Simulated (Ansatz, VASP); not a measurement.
**Two plane-wave programs on TaN**

The input INCAR:

```
PREC = Accurate ; ENCUT = 600
EDIFF = 1E-6 ; ISMEAR = 0
SIGMA = 0.15 ; LREAL = False
LASPH = True ; NELM = 120
ALGO = Normal ; ISIF = 2
LWAVE = False ; LCHARG = True
GGA = PE ; LELF = True
LVHAR = True ; NBANDS = 15
GGA_COMPAT = False
```

KPOINTS

```
Automatic mesh
0
Gamma
  18 18 18
```

Contents of POSCAR:

```
TaN
1.0
    0.0000000000      2.0918400000      2.2661600000
    2.0918400000      0.0000000000      2.2661600000
    2.0918400000      2.0918400000      0.0000000000
Ta N
1 1
Direct
    0.5000000000      0.5000000000      0.5000000000
    0.0000000000      0.0000000000      0.0000000000
```

Input for Ansatz:

```yaml
crystal:
  lattice:
    - [0.0, 2.09184, 2.26616]
    - [2.09184, 0.0, 2.26616]
    - [2.09184, 2.09184, 0.0]
  atoms:
    - { symbol: Ta, position: [0.5, 0.5, 0.5] }
    - { symbol: "N", position: [0.0, 0.0, 0.0] }
basis:
  ecutwfc: 420
kpoints:
  mp_grid: { grid: [18, 18, 18] }
hamiltonian:
  xc: pbe
scf:
  occupations: { method: gaussian, width: 0.15 }
output:
  forces: true
  stress: true
  eigenvalues: true
```

Change from the starting cell: strain -0.040 along x and y, +0.040 along z, atoms carried along.

Alike in both runs: task single point; functional PBE; k mesh 18 × 18 × 18; occupations gaussian, width 0.15 eV; no spin polarisation.

|  | VASP | Ansatz |
| --- | --- | --- |
| version | VASP 6.6.1 | Ansatz 0.2.0 |
| potentials or method | VASP PAW PBE potentials, release 64 (Ta_pv, N), cutoff 600 eV | scalar-relativistic, plane waves, PAW |
| valence electrons in the cell | 16 | 18 |

```csv
,VASP,Ansatz,Ansatz less VASP
gap on the k mesh at the Fermi level (eV),none,none,-
pressure (GPa),40.4,39.2,-1.19
"traceless stress, the component that is largest in VASP (GPa)",-34.93,-34.63,+0.306
```

A gap of «none» marks a metal or a gap that the smearing closes. Both programs put the cell under a high pressure, so it lies far from rest at this level. With one functional, cell and mesh, what is left measures potentials, basis and numerics. VASP's potentials hold 16 valence electrons a cell and Ansatz's 18, so a difference there can come from the potentials and not from the codes.

Spin-orbit coupling is off throughout.
